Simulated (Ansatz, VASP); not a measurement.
Two plane-wave programs on Hg2Se

```xyz
3
Lattice="0.0000 3.5126 4.0373 3.0507 0.0000 4.0373 3.0507 3.5126 0.0000" Properties=species:S:1:pos:R:3 pbc="T T T"
Hg    3.0507    3.5126    6.7185
Hg    3.0507    3.5126    1.3561
Se    3.0507    3.5126    4.0373
```

Alike in both runs: task relaxation of cell and atoms; functional PBE; k mesh 12 × 12 × 12; occupations gaussian, width 0.1 eV; no spin polarisation.

|  | VASP | Ansatz |
| --- | --- | --- |
| version | VASP 6.6.1 | Ansatz 0.2.0 |
| potentials or method | VASP PAW PBE potentials, release 64 (Hg, Se), cutoff 600 eV | scalar-relativistic, plane waves, PAW |
| valence electrons in the cell | 30 | 56 |

|  | VASP | Ansatz | Ansatz less VASP |
| --- | --- | --- | --- |
| gap on the k mesh at the Fermi level, each at its own relaxed structure (eV) | none | none | - |
| relaxed volume (Å³/atom) | 27.26 | 26.98 | -0.277 |
| relaxed length of the cell vector where the two differ most in proportion (Å) | 4.452 | 4.432 | -0.0194 |

A gap of «none» marks a metal or a gap that the smearing closes. VASP's potentials hold 30 valence electrons a cell and Ansatz's 56, so a difference there can come from the potentials and not from the codes.

Spin-orbit coupling is off throughout.
